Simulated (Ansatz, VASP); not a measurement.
**Two plane-wave programs on AlRu**

```xyz
4
Lattice="3.0039 0.0000 0.0000 0.0000 3.0039 0.0000 0.0000 0.0000 6.0078" Properties=species:S:1:pos:R:3 pbc="T T T"
Al    0.0000    0.0000   -0.0750
Al    0.0000    0.0000    3.0789
Ru    1.4857    1.5019    1.5019
Ru    1.5181    1.5019    4.5058
```

Change from the starting cell: mode 4 frozen in at -0.016 Å and mode 12 at -0.075 Å (largest displacements).

Alike in both runs: task single point; functional PBE; k mesh 14 × 14 × 8; occupations gaussian, width 0.15 eV; no spin polarisation.

```csv
,VASP,Ansatz
version,VASP 6.6.1,Ansatz 0.2.0
potentials or method,"VASP PAW PBE potentials, release 64 (Al, Ru_pv), cutoff 520 eV","scalar-relativistic, plane waves, PAW"
valence electrons in the cell,34,38
```

```csv
,VASP,Ansatz,Ansatz less VASP
gap on the k mesh at the Fermi level (eV),none,none,-
pressure (GPa),0.6,0.6,0.00
"traceless stress, the component that is largest in VASP (GPa)",0.13,0.13,+0.002
rms of the force components (eV/Å),0.339,0.338,-0.0009
```

Atom by atom the forces differ by 0.001 eV/Å (rms over components). A gap of «none» marks a metal or a gap that the smearing closes. VASP's potentials hold 34 valence electrons a cell and Ansatz's 38, so a difference there can come from the potentials and not from the codes.
